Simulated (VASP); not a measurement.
# Zn (R-3m) in VASP: notebook

The runs below take Zn through single point, with PBEsol.

Program: VASP 6.6.1. These are calculated values, not measurements. Logs are shortened: lines on timing, memory, paths and dates and some standing lists are left out, and cuts for length are marked.

**1. The cell of the first run**

The structure is trigonal, space group R-3m (No. 166). Conventional cell: a = 4.744 Å, b = 4.744 Å, c = 2.382 Å, α = 90.00°, β = 90.00°, γ = 120.00°. Zn (site symmetry -3m) has 14 Zn at 2.38 to 3.17 Å within 3.2 Å.

**2. Single point, PBEsol (15.48 Å³/atom)**

Input file INCAR:

```
PREC = Accurate
ENCUT = 520
EDIFF = 1E-6
ISMEAR = 0
SIGMA = 0.15
LREAL = F
LASPH = T
NELM = 80
ALGO = Fast
ISIF = 2
LWAVE = F
LCHARG = F
GGA = PS
NBANDS = 12
```

Input file KPOINTS:

```
Automatic mesh
0
Gamma
  22 22 22
```

Input file POSCAR:

```
Zn
1.0
   -1.7777069057      1.5765625475      1.5765625475
    1.5765625475     -1.7777069057      1.5765625475
    1.5765625475      1.5765625475     -1.7777069057
Zn
1
Direct
    0.0000000000      0.0000000000      0.0000000000
```

Potentials or basis: VASP PAW PBE potentials, release 64 (Zn).

Launch:

```sh
$ cat potpaw_PBE.64/Zn/POTCAR > POTCAR
$ mpirun -np 1 vasp_std > vasp.out
```

OUTCAR:

```text
PREC = Accurate
   ENCUT = 520
   EDIFF = 1E-6
   ISMEAR = 0
   LREAL = F
   LASPH = T
   NELM = 80
   ISIF = 2
   GGA = PS

 ion  position               nearest neighbor table
   1  0.000  0.000  0.000-

  LATTYP: Found a trigonal (rhomboedric) cell.
 ALAT       =     2.8515505913
 COS(alpha) =    -0.3836738462

  Lattice vectors:

 A1 = (  -1.7777069057,   1.5765625475,   1.5765625475)
 A2 = (   1.5765625475,  -1.7777069057,   1.5765625475)
 A3 = (   1.5765625475,   1.5765625475,  -1.7777069057)

Analysis of symmetry for initial positions (statically):
=====================================================================
 Subroutine PRICEL returns:
 Original cell was already a primitive cell.

 Routine SETGRP: Setting up the symmetry group for a
 trigonal (rhombohedral) supercell.

 Subroutine GETGRP returns: Found 12 space group operations
 (whereof 12 operations were pure point group operations)
 out of a pool of 12 trial point group operations.

The static configuration has the point symmetry D_3d.

Analysis of symmetry for dynamics (positions and initial velocities):
=====================================================================
 Subroutine PRICEL returns:
 Original cell was already a primitive cell.

 Routine SETGRP: Setting up the symmetry group for a
 trigonal (rhombohedral) supercell.

 Subroutine GETGRP returns: Found 12 space group operations
 (whereof 12 operations were pure point group operations)
 out of a pool of 12 trial point group operations.

The dynamic configuration has the point symmetry D_3d.

 Subroutine INISYM returns: Found 12 space group operations
 (whereof 12 operations are pure point group operations),
 and found     1 'primitive' translations

----------------------------------------------------------------------------------------

                                     Primitive cell

  volume of cell :      15.4750

  direct lattice vectors                    reciprocal lattice vectors
    -1.777706906  1.576562548  1.576562548     0.043598861  0.341726371  0.341726371
     1.576562548 -1.777706906  1.576562548     0.341726371  0.043598861  0.341726371
     1.576562548  1.576562548 -1.777706906     0.341726371  0.341726371  0.043598861

  length of vectors
     2.851550591  2.851550591  2.851550591     0.485236732  0.485236732  0.485236732

  position of ions in fractional coordinates (direct lattice)
     0.000000000  0.000000000  0.000000000

  ion indices of the primitive-cell ions
   primitive index   ion index
                 1           1

----------------------------------------------------------------------------------------

 KPOINTS: Automatic mesh

Automatic generation of k-mesh.
 Grid dimensions read from file:
 generate k-points for:   22   22   22

 Generating k-lattice:

  Cartesian coordinates                     Fractional coordinates (reciprocal lattice)
     0.001981766  0.015533017  0.015533017     0.045454545  0.000000000  0.000000000
     0.015533017  0.001981766  0.015533017     0.000000000  0.045454545  0.000000000
     0.015533017  0.015533017  0.001981766     0.000000000  0.000000000  0.045454545

  Length of vectors
     0.022056215  0.022056215  0.022056215

  Shift w.r.t. Gamma in fractional coordinates (k-lattice)
     0.000000000  0.000000000  0.000000000

 Subroutine IBZKPT returns following result:
 ===========================================

 Found   1024 irreducible k-points:

 Following reciprocal coordinates:
            Coordinates               Weight
  0.000000  0.000000  0.000000      1.000000
  0.045455  0.000000  0.000000      6.000000
  0.090909  0.000000  0.000000      6.000000
  0.136364  0.000000  0.000000      6.000000
  0.181818  0.000000  0.000000      6.000000
  0.227273  0.000000  0.000000      6.000000
[... 16 lines left out ...]
  0.500000  0.045455  0.000000     12.000000
 -0.454545  0.045455  0.000000     12.000000
 [... further k-points ...]
   k-points           NKPTS =   1024   k-points in BZ     NKDIM =   1024   number of bands    NBANDS=     12
   number of dos      NEDOS =    301   number of ions     NIONS =      1
   total plane-waves  NPLWV =  13824
   dimension x,y,z NGX =    24 NGY =   24 NGZ =   24
   dimension x,y,z NGXF=    48 NGYF=   48 NGZF=   48
   ions per type =               1
   NGX,Y,Z   is equivalent  to a cutoff of  13.99, 13.99, 13.99 a.u.
   NGXF,Y,Z  is equivalent  to a cutoff of  27.98, 27.98, 27.98 a.u.
 SYSTEM =  unknown system
   PREC   = accura    normal or accurate (medium, high low for compatibility)
   ISTART =      0    job   : 0-new  1-cont  2-samecut
   ICHARG =      2    charge: 1-file 2-atom 10-const
   ISPIN  =      1    spin polarized calculation?
   LNONCOLLINEAR =      F non collinear calculations
   LSORBIT =      F    spin-orbit coupling
   LASPH  =      T    aspherical Exc in radial PAW
   ENCUT  =  520.0 eV  38.22 Ry    6.18 a.u.   5.30  5.30  5.30*2*pi/ulx,y,z
   NELM   =     80;   NELMIN=  2; NELMDL= -5     # of ELM steps
   EDIFF  = 0.1E-05   stopping-criterion for ELM
   LREAL  =      F    real-space projection
   EDIFFG = 0.1E-04   stopping-criterion for IOM
   NSW    =      0    number of steps for IOM
   IBRION =     -1    ionic relax: 0-MD 1-quasi-New 2-CG
   NFREE  =      0    steps in history (QN), initial steepest desc. (CG)
   ISIF   =      2    stress and relaxation
   ISYM   =      2    0-nonsym 1-usesym 2-fastsym
   POTIM  = 0.5000    time-step for ionic-motion
   TEBEG  =    0.0;   TEEND  =   0.0 temperature during run
   PSTRESS=    0.0 pullay stress
   NELECT =      12.0000    total number of electrons
   NUPDOWN=      -1.0000    fix difference up-down
   EMIN   =  10.00;   EMAX   =-10.00  energy-range for DOS
   EFERMI =   0.00;   METHOD = LEGACY
   ISMEAR =     0;   SIGMA  =   0.15  broadening in eV -4-tet -1-fermi 0-gaus
   EFERMI_NEDOS =   21; number of points for ismear=-14 and -15
   IALGO  =     68    algorithm
   IMIX   =      4    mixing-type and parameters
     AMIX     =   0.40;   BMIX     =  1.00
     AMIX_MAG =   1.60;   BMIX_MAG =  1.00
  volume/ion in A,a.u.               =      15.48       104.43
  Fermi-wavevector in a.u.,A,eV,Ry     =   1.504036  2.842217 30.778088  2.262126
  Thomas-Fermi vector in A             =   2.615069
   LORBIT       =      0    0 simple, 1 ext, 2 COOP (PROOUT), +10 PAW based schemes
   GGA     = PS    functional components
   LHFCALC =     F    Hartree Fock is set to
   AEXX    =    0.0000 exact exchange contribution
   IVDW    =     0    specifies the selected vdW correction
   LEPSILON=     F    determine dielectric tensor
   LRPA    =     F    only Hartree local field effects (RPA)
 non-spin polarized calculation
 RMM-DIIS sequential band-by-band and
 Gauss-broadening in eV      SIGMA  =   0.15
  energy-cutoff  :      520.00
  volume of cell :       15.48
 maximum number of plane-waves:       431
 NGX is ok and might be reduce to    24
   NGX = 11   NGY = 11   NGZ = 11

 number of electron      12.0000012 magnetization

 Free energy of the ion-electron system (eV)
  ---------------------------------------------------
  ext. energy  EPLUGINS =         0.00000000
  ---------------------------------------------------
  free energy    TOTEN  =        -1.42029265 eV

  energy without entropy =       -1.41726079  energy(sigma->0) =       -1.41877672

 E-fermi :   2.6751     XC(G=0): -11.5915

 val. band max:        2.6697357322   @ k =  -0.3182  -0.4545   0.1818
 cond. band min:       2.6778407555   @ k =   0.4091   0.3636   0.3182
 fundamental gap:      0.0081050233
 Fermi energy:         2.6751181360

 k-point     1 :       0.0000    0.0000    0.0000
  band No.  band energies     occupation
      1      -7.4809      2.00000
      2      -5.3975      2.00000
      3      -4.7794      2.00000
      4      -4.7794      2.00000
      5      -4.2346      2.00000
      6      -4.2346      2.00000
      7      17.9208      0.00000
      8      17.9208      0.00000
      9      20.6673      0.00000
     10      21.8562      0.00000
     11      21.8562      0.00000
     12      23.4796      0.00000

 k-point     2 :       0.0455    0.0000    0.0000
  band No.  band energies     occupation
      1      -7.4021      2.00000
      2      -5.3757      2.00000
      3      -4.7816      2.00000
      4      -4.7710      2.00000
      5      -4.2520      2.00000
      6      -4.2458      2.00000
      7      17.7170      0.00000
      8      17.8570      0.00000
      9      20.3173      0.00000
     10      22.0358      0.00000
     11      22.4957      0.00000
     12      23.3029      0.00000

 k-point     3 :       0.0909    0.0000    0.0000
  band No.  band energies     occupation
      1      -7.1674      2.00000
      2      -5.3122      2.00000
      3      -4.7887      2.00000
      4      -4.7459      2.00000
      5      -4.3008      2.00000
      6      -4.2775      2.00000
      7      17.2222      0.00000
      8      17.6160      0.00000
      9      20.0418      0.00000
     10      22.0268      0.00000
     11      22.6439      0.00000
     12      23.6867      0.00000

 k-point     4 :       0.1364    0.0000    0.0000
  band No.  band energies     occupation
      1      -6.7833      2.00000
      2      -5.2127      2.00000
      3      -4.8026      2.00000
      4      -4.7037      2.00000
      5      -4.3709      2.00000
      6      -4.3239      2.00000
      7      16.6099      0.00000
      8      17.1933      0.00000
      9      19.9215      0.00000
     10      20.1609      0.00000
     11      22.5436      0.00000
     12      23.8079      0.00000

 k-point     5 :       0.1818    0.0000    0.0000
  band No.  band energies     occupation
      1      -6.2702      2.00000
      2      -5.0827      2.00000
      3      -4.8265      2.00000
      4      -4.6418      2.00000
      5      -4.4418      2.00000
      6      -4.3760      2.00000
      7      15.9749      0.00000
      8      16.7073      0.00000
      9      17.4271      0.00000
     10      20.5810      0.00000
     11      21.9009      0.00000
     12      22.6711      0.00000
[... 228 lines left out ...]
      1      -5.4619      2.00000
      2      -5.1045      2.00000
      3      -4.5045      2.00000
      4      -4.4436      2.00000
      5      -4.0100      2.00000
      6      -0.0859      2.00000
      7       5.1481      0.00000
      8      13.2211      0.00000
      9      15.0826      0.00000
     10      18.0445      0.00000
     11      19.0956      0.00000
     12      26.0456      0.00000

 k-point    22 :       0.4545    0.0455    0.0000
  band No.  band energies     occupation
      1      -5.4897      2.00000
      2      -5.1199      2.00000
      3      -4.5033      2.00000
      4      -4.4329      2.00000
      5      -3.9600      2.00000
      6       1.0351      2.00000
      7       3.7829      0.00000
      8      12.8775      0.00000
      9      14.7504      0.00000
     10      18.1233      0.00000
     11      19.2182      0.00000
     12      27.2231      0.00000

 k-point    23 :       0.5000    0.0455    0.0000
  band No.  band energies     occupation
      1      -5.4874      2.00000
      2      -5.1133      2.00000
      3      -4.5036      2.00000
      4      -4.4341      2.00000
      5      -3.9683      2.00000
      6       0.7976      2.00000
      7       4.0580      0.00000
      8      12.6870      0.00000
      9      14.5248      0.00000
     10      18.3610      0.00000
     11      19.4548      0.00000
     12      26.9546      0.00000

 k-point    24 :      -0.4545    0.0455    0.0000
  band No.  band energies     occupation
      1      -5.4563      2.00000
      2      -5.0863      2.00000
      3      -4.5044      2.00000
      4      -4.4469      2.00000
      5      -4.0345      2.00000
      6      -0.4346      2.00000
      7       5.6114      0.00000
      8      12.6470      0.00000
      9      14.4153      0.00000
     10      18.7465      0.00000
     11      19.8072      0.00000
     12      25.7386      0.00000

 [... further k-points ...]

------------------------ aborting loop because EDIFF is reached ----------------------------------------

  FORCE on cell =-STRESS in cart. coord.  units (eV):
  Direction    XX          YY          ZZ          XY          YZ          ZX
  --------------------------------------------------------------------------------------
  -------------------------------------------------------------------------------------
  Total       -0.0112151     -0.0112151     -0.0112151      0.5545333      0.5545333      0.5545333
  in kB       -1.1611329     -1.1611329     -1.1611329     57.4126436     57.4126436     57.4126436
  external PRESSURE =      -1.1611329 kB  Pullay stress =       0.0000000 kB

 VOLUME and BASIS-vectors are now :
 -----------------------------------------------------------------------------
  energy-cutoff  :      520.00
  volume of cell :       15.48
      direct lattice vectors                 reciprocal lattice vectors
    -1.777706906  1.576562548  1.576562548     0.043598861  0.341726371  0.341726371
     1.576562548 -1.777706906  1.576562548     0.341726371  0.043598861  0.341726371
     1.576562548  1.576562548 -1.777706906     0.341726371  0.341726371  0.043598861

 POSITION                                       TOTAL-FORCE (eV/Angst)
 -----------------------------------------------------------------------------------
      0.00000      0.00000      0.00000         0.000000      0.000000     -0.000000
 -----------------------------------------------------------------------------------
    total drift:                               -0.000000      0.000000      0.000000

  FREE ENERGIE OF THE ION-ELECTRON SYSTEM (eV)
  ---------------------------------------------------
  free  energy   TOTEN  =        -1.4202926477 eV

  energy  without entropy=       -1.4172607866  energy(sigma->0) =       -1.41877672
```

Run time: 59 s. Hardware: 1 thread of Intel Xeon 6975P-C (Granite Rapids), shared host; peak memory 0.29 GiB.

Results:

```yaml
Free_energy: -1.4203 eV
Pressure: -0.1 GPa
Band_gap_on_the_k_mesh: zero (bands 6 and 7 overlap by 5.59 eV)
```

Caveat: the PAW data sets were made with another functional, which shifts forces and pressure a little.

**3. Single point, PBEsol (13.95 Å³/atom)**

This run uses another cell than the first one, of 13.95 Å³/atom.

Input file INCAR:

```
SYSTEM = Zn
ALGO = Fast ; EDIFF = 1E-6
ENCUT = 520 ; GGA = PS
ISIF = 2 ; ISMEAR = 0
LASPH = .True. ; LCHARG = .False.
LREAL = .False. ; LWAVE = .False.
NBANDS = 12 ; NELM = 80
PREC = Accurate ; SIGMA = 0.15
```

Input file KPOINTS:

```
k-points
0
Gamma
  22 22 22
  0 0 0
```

Input file POSCAR:

```
Zn
1.0
   -0.6940518311      1.6338094169      1.6338094169
    1.6338094169     -0.6940518311      1.6338094169
    1.6338094169      1.6338094169     -0.6940518311
Zn
1
Direct
    0.0000000000      0.0000000000      0.0000000000
```

Potentials or basis: VASP PAW PBE potentials, release 64 (Zn).

Launch:

```sh
$ cat potpaw_PBE.64/Zn/POTCAR > POTCAR
$ mpirun -np 1 vasp_std > vasp.out
```

It took 2.6 min on 1 thread of Intel Xeon 8259CL, shared host; peak memory 0.26 GiB.

The run converged. Its results:

```
Free energy            : -1.1686 eV
Pressure               : 18.8 GPa
Band gap on the k mesh : zero (bands 6 and 7 overlap by 7.44 eV)
```

Stress tensor (GPa, compression positive):
```
18.76  2.32  2.32
 2.32 18.76  2.32
 2.32  2.32 18.76
```

Levels at points of the mesh, in eV from the Fermi level:
```
           k point  band 3  band 4  band 5  band 6  band 7  band 8  band 9  band 10
(0.00, 0.00, 0.00)   -8.82   -7.02   -7.02   -6.99   14.61   14.61   14.74    17.79
(0.50, 0.00, 0.00)   -7.54   -7.48   -6.97   -3.97   -2.60   19.52   19.54    22.30
(0.50, 0.50, 0.00)   -7.44   -7.40   -6.59    0.56    2.16    4.05    7.08    23.65
(0.50, 0.50, 0.50)   -8.39   -6.57   -6.57    4.75    7.57    7.57    9.98    11.95
```

Caveat: the cell stands under pressure; the PAW data sets were made with another functional, which shifts forces and pressure a little.

**4. Single point, PBEsol (13.95 Å³/atom)**

This run uses another cell than the first one, of 13.95 Å³/atom.

Input file INCAR:

```
SYSTEM = Zn
ALGO = Fast
EDIFF = 1E-6
ENCUT = 520
GGA = PS
ISIF = 2
ISMEAR = 0
LASPH = .TRUE.
LCHARG = .FALSE.
LREAL = .FALSE.
LWAVE = .FALSE.
NBANDS = 12
NELM = 60
PREC = Accurate
SIGMA = 0.15
```

Input file KPOINTS:

```
k-points
0
G
  22 22 22
  0 0 0
```

Input file POSCAR:

```
Zn
1.0
   -2.1254800184      1.5726148374      1.5726148374
    1.5726148374     -2.1254800184      1.5726148374
    1.5726148374      1.5726148374     -2.1254800184
Zn
1
Direct
    0.0000000000      0.0000000000      0.0000000000
```

Launch:

```sh
$ cat potpaw_PBE.64/Zn/POTCAR > POTCAR
$ mpirun -np 1 vasp_std > vasp.out
```

Wall time 3.6 min (1 thread of Intel Xeon 8259CL, shared host); peak memory 0.28 GiB.

Results (log left out):

| Item | Value |
| --- | --- |
| Free energy | 1.8236 eV |
| Pressure | 98.8 GPa |
| Band gap on the k mesh | zero (bands 6 and 7 overlap by 8.99 eV) |

Stress tensor (GPa, compression positive):
```
 98.84 101.86 101.86
101.86  98.84 101.86
101.86 101.86  98.84
```

Levels at points of the mesh, in eV from the Fermi level:
```csv
k point,band 2,band 3,band 4,band 5,band 6,band 7,band 8,band 9,band 10,band 11
"(0.00, 0.00, 0.00)",-10.22,-8.73,-8.73,-6.70,-6.70,8.77,8.77,13.94,14.58,14.58
"(0.50, 0.00, 0.00)",-10.63,-7.79,-7.67,-6.62,1.67,6.83,12.54,14.94,17.30,18.50
"(0.50, 0.50, 0.00)",-9.21,-8.25,-6.70,-6.69,-4.52,-4.45,4.69,9.81,27.23,27.58
"(0.50, 0.50, 0.50)",-10.85,-7.67,-7.67,-6.35,4.54,9.46,9.46,12.22,12.22,13.29
```

Caveat: the cell stands under pressure; the PAW data sets were made with another functional, which shifts forces and pressure a little.

**5. The runs side by side**

```tsv
cell	gap on the mesh (eV)	pressure (GPa)
a = 2.852 Å, angles 112.6°, 1 atom	none	-0.1
a = 2.413 Å, angles 86.0°, 1 atom	none	18.8
a = 3.076 Å, angles 116.4°, 1 atom	none	98.8
```

Alike in all rows: task single point; level PBEsol; potentials or basis VASP PAW PBE potentials, release 64 (Zn); no spin polarisation; k mesh 22 × 22 × 22; cutoff (eV) 520; smearing gaussian 0.15 eV.

Caveats: the PAW data sets were made with another functional, which shifts forces and pressure a little; the cell stands under pressure (at least some runs).

Total energies depend on the potentials used, so only differences within one code and one set of settings carry meaning.
